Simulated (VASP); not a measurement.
Input of a VASP 6.6.1 run:

INCAR

```
PREC     = Accurate       # precision mode
ENCUT    = 520            # plane-wave cutoff, eV
EDIFF    = 1E-6           # SCF threshold, eV
ISMEAR   = 0              # smearing method
SIGMA    = 0.15           # smearing width, eV
LREAL    = F              # projectors in reciprocal space
LASPH    = T              # aspherical terms in the spheres
NELM     = 100            # most SCF steps
ALGO     = Normal         # electronic algorithm
ISIF     = 2              # what is computed and relaxed
LWAVE    = F              # write WAVECAR
LCHARG   = F              # write CHGCAR
GGA      = PE             # functional
NBANDS   = 38             # bands
```

The input KPOINTS:

```
Automatic mesh
0
Gamma
  9 9 6
```

The input POSCAR:

```
TaSi2
1.0
    4.8060235202      0.0000000000      0.0000000000
   -2.4030117601      4.1621384597      0.0000000000
    0.0000000000      0.0000000000      6.5995345254
Ta Si
3 6
Direct
    0.5000000000      0.0000000000     -0.1309183241
    0.5000000000      0.5000000000      0.6666666667
    0.0000000000      0.5000000000      0.3333333333
    0.1589152396      0.3178304793      0.0000000000
    0.8410847604      0.1589152396      0.6666666667
    0.6821695207      0.8410847604      0.3333333333
    0.8410847604      0.6821695207      0.0000000000
    0.1589152396      0.8410847604      0.6666666667
    0.3178304793      0.1589152396      0.3333333333
```

Potentials or basis: VASP PAW PBE potentials, release 64 (Ta_pv, Si).

Launch:

```bash
$ cat potpaw_PBE.64/Ta_pv/POTCAR potpaw_PBE.64/Si/POTCAR > POTCAR
$ mpirun -np 1 vasp_std > vasp.out
```

(1) Predict the largest force.

(2) Estimate the band gap on the k mesh.

## Answers

(1) 26.590 eV/Å.

(2) zero (an odd number of electrons rules out a gap without spin polarisation).

Caveat: the cell differs from its parent crystal (atom 1 (Ta) moved by +0.000 Å along [1 0 0] and -0.864 Å along [0 0 1]); spin-orbit coupling is left out, which moves the levels of the heavy elements; forces of over 1 eV/Å act on the atoms, so gaps and moduli don't describe the material at rest.
